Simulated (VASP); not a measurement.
A run of VASP 6.6.1 is set up as follows.

INCAR

```
SYSTEM = Mg2O
ALGO = Normal
EDIFF = 1E-6
ENCUT = 520
GGA = PS
ISIF = 2
ISMEAR = 1
LASPH = .True.
LCHARG = .False.
LREAL = .False.
LWAVE = .False.
NBANDS = 12
NELM = 60
PREC = Accurate
SIGMA = 0.1
```

Contents of KPOINTS:

```
Automatic mesh
0
Gamma
  12 12 12
  0.5 0.5 0.5
```

File POSCAR:

```
Mg2O
1.0
    1.5243142951     -0.8800632686      4.9977502408
    0.0000000000      1.7601265372      4.9977502408
   -1.5243142951     -0.8800632686      4.9977502408
O Mg
1 2
Direct
    0.0000000000      0.0000000000      0.0000000000
    0.2507983236      0.2507983236      0.2507983236
    0.7492016764      0.7492016764      0.7492016764
```

Potentials or basis: VASP PAW PBE potentials, release 64 (O, Mg).

The run is started by

```console
$ cat potpaw_PBE.64/O/POTCAR potpaw_PBE.64/Mg/POTCAR > POTCAR
$ mpirun -np 1 vasp_std > vasp.out
```

Question: Predict the pressure.

Answer: -0.3 GPa.

Question: Predict the band gap on the k mesh.

Answer: Zero (band 5 reaches 5.61 eV, above the bottom of band 6 at 4.34 eV).

Question: Estimate the largest force.

Answer: 0.017 eV/Å.

Forces in eV/Å, atoms in the order of the input:
```
O    0.000  0.000  0.000
Mg   0.000  0.000  0.017
Mg   0.000  0.000 -0.017
```

Caveat: the PAW data sets were made with another functional, which shifts forces and pressure a little.
